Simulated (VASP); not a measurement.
## SiC: single point with PBE

Crystal: SiC.

```
Si C
1.0
     0.00000    2.22161    2.14936
     2.22161    0.00000    2.14936
     2.22161    2.22161    0.00000
Si C
1 1
Direct
  0.00000 0.00000 0.00000
  0.25000 0.25000 0.25000
```

This cell differs from its parent crystal: epitaxial xy strain +2.0%.

- Program: VASP 6.6.1
- Task: single point
- Functional: PBE
- Potentials or basis: VASP PAW PBE potentials, release 64 (Si, C)
- Cutoff: 520 eV
- k mesh: 10 × 10 × 10
- Occupations: fermi-dirac, width 0.02 eV
- Spin: no spin polarisation
- Dipole correction: no
- Further INCAR settings: ALGO = Normal; EDIFF = 1e-07; NBANDS = 11

| Property | Result |
| --- | --- |
| Pressure | -2.2 GPa |
| Band gap on the k mesh | 1.05 eV, indirect (least direct gap 4.47 eV) |

Stress tensor (GPa, compression positive):
```
-4.87  0.00  0.00
 0.00 -4.87  0.00
 0.00  0.00  3.04
```

Levels at points of the mesh, in eV from the valence-band top:
```
           k point  band 2  band 3  band 4  band 5  band 6  band 7
(0.00, 0.00, 0.00)   -0.21   -0.21    0.00    5.79    6.93    7.03
(0.50, 0.00, 0.00)   -8.54   -1.38   -1.00    4.98    6.75    7.31
(0.50, 0.50, 0.00)   -7.59   -3.51   -3.51    1.05    3.71   13.51
(0.50, 0.00, 0.50)   -7.99   -3.18   -3.13    1.34    4.28   13.14
```

Wall time 30 s on 1 thread of AMD EPYC 7R13 (shared host), peak memory 0.12 GiB.

Caveat: the cell differs from its parent crystal (epitaxial xy strain +2.0%). A k mesh can miss the band edges.
